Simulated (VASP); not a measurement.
**FeGe: single point with r2SCAN**

The system is FeGe.

```xyz
2
Lattice="3.0162 0.0000 0.0000 0.0000 3.0162 0.0000 0.0000 0.0000 3.0162" Properties=species:S:1:pos:R:3 pbc="T T T"
Fe    0.0000    0.0000    0.0000
Ge    1.3975    1.3595    1.3679
```

```yaml
Program: VASP 6.6.1
Task: single point
Functional: r2SCAN
Potentials_or_basis: VASP PAW PBE potentials, release 64 (Fe, Ge_d)
Cutoff: 520 eV
k_mesh: 3 × 3 × 3
Occupations: gaussian, width 0.05 eV
Spin: collinear spin, ferromagnetic start
Starting_moments: "[4.0, 0.0] μB"
```

The pressure is -4.8 GPa and the largest force is 0.944 eV/Å. The net moment is 1.93 μB per cell, the site moments are Fe +1.97; Ge -0.01 μB and the valence electrons inside the program's atomic spheres are Fe 7.13; Ge 12.42.

Forces on the atoms (eV/Å):
```
Fe  -0.461 -0.596 -0.569
Ge   0.461  0.596  0.569
```

Stress tensor (GPa, compression positive):
```
-4.41  2.39  2.29
 2.39 -4.97  3.05
 2.29  3.05 -4.98
```

Levels at points of the mesh, in eV from the Fermi level:
Spin up:
| k point | band 10 | band 11 | band 12 | band 13 | band 14 | band 15 |
| --- | --- | --- | --- | --- | --- | --- |
| (0.00, 0.00, 0.00) | -1.68 | -1.67 | 3.13 | 3.19 | 3.23 | 8.52 |
Spin down:
| k point | band 6 | band 7 | band 8 | band 9 | band 10 | band 11 | band 12 | band 13 | band 14 | band 15 |
| --- | --- | --- | --- | --- | --- | --- | --- | --- | --- | --- |
| (0.00, 0.00, 0.00) | -13.36 | -1.28 | -1.25 | 0.16 | 0.40 | 0.42 | 3.28 | 3.34 | 3.36 | 9.24 |

Run time: 65 s on 1 thread of Intel(R) Xeon(R) 6975P-C (Granite Rapids), on a shared host, peak memory 0.16 GiB.

Caveat: the k points lie up to 0.69 Å⁻¹ apart; the PAW data sets were made with another functional, which shifts forces and pressure a little.
